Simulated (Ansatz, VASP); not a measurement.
**TaN: VASP beside Ansatz**

Contents of INCAR:

```
SYSTEM = TaN
PREC = Accurate ; ENCUT = 520
EDIFF = 1E-7 ; ISMEAR = 0
SIGMA = 0.15 ; LREAL = .False.
LASPH = .True. ; NELM = 100
ALGO = Normal ; ISIF = 2
LWAVE = .False. ; LCHARG = .False.
GGA = CA ; NBANDS = 15
```

The input KPOINTS:

```
Automatic mesh
0
Gamma
  18 18 18
  0 0 0
```

Contents of POSCAR:

```
TaN
1.0
    0.0000000000      2.2031871567      2.1742693740
    2.2031871567      0.0000000000      2.1742693740
    2.2031871567      2.2031871567      0.0000000000
Ta N
1 1
Direct
    0.4989105691      0.5010894309      0.5010894309
    0.0140736932     -0.0140736932     -0.0140736932
```

Input for Ansatz:

```yaml
crystal:
  lattice:
    - [0.0, 2.2031871567, 2.174269374]
    - [2.2031871567, 0.0, 2.174269374]
    - [2.2031871567, 2.2031871567, 0.0]
  atoms:
    - { symbol: Ta, position: [0.4989105691, 0.5010894309, 0.5010894309] }
    - { symbol: "N", position: [0.0140736932, -0.0140736932, -0.0140736932] }
basis:
  ecutwfc: 520.0
kpoints:
  mp_grid: { grid: [18, 18, 18] }
hamiltonian:
  xc: lda
scf:
  occupations: { method: gaussian, width: 0.15 }
output:
  forces: true
  stress: true
  eigenvalues: true
```

Change from the starting cell: mode 4 frozen in at -0.061 Å, equal normal strain along x and y +0.0133.

Alike in both runs: task single point; functional LDA; k mesh 18 × 18 × 18; occupations gaussian, width 0.15 eV; no spin polarisation.

|  | VASP | Ansatz |
| --- | --- | --- |
| version | VASP 6.6.1 | Ansatz 0.2.0 |
| potentials or method | VASP PAW LDA potentials, release 64 (Ta_pv, N), cutoff 520 eV | scalar-relativistic, plane waves, PAW |
| valence electrons in the cell | 16 | 18 |

```csv
,VASP,Ansatz,Ansatz less VASP
gap on the k mesh at the Fermi level (eV),none,none,-
pressure (GPa),-6.7,-8.6,-1.85
"traceless stress, the component that is largest in VASP (GPa)",4.65,4.58,-0.077
rms of the force components (eV/Å),0.273,0.267,-0.0051
```

LDA's correlation is that of Perdew and Zunger in VASP and of Perdew and Wang (1992) in Ansatz. Atom by atom the forces differ by 0.005 eV/Å (rms over components). A gap of «none» marks a metal or a gap that the smearing closes. VASP's potentials hold 16 valence electrons a cell and Ansatz's 18, so a difference there can come from the potentials and not from the codes.

Neither program's run includes spin-orbit coupling.
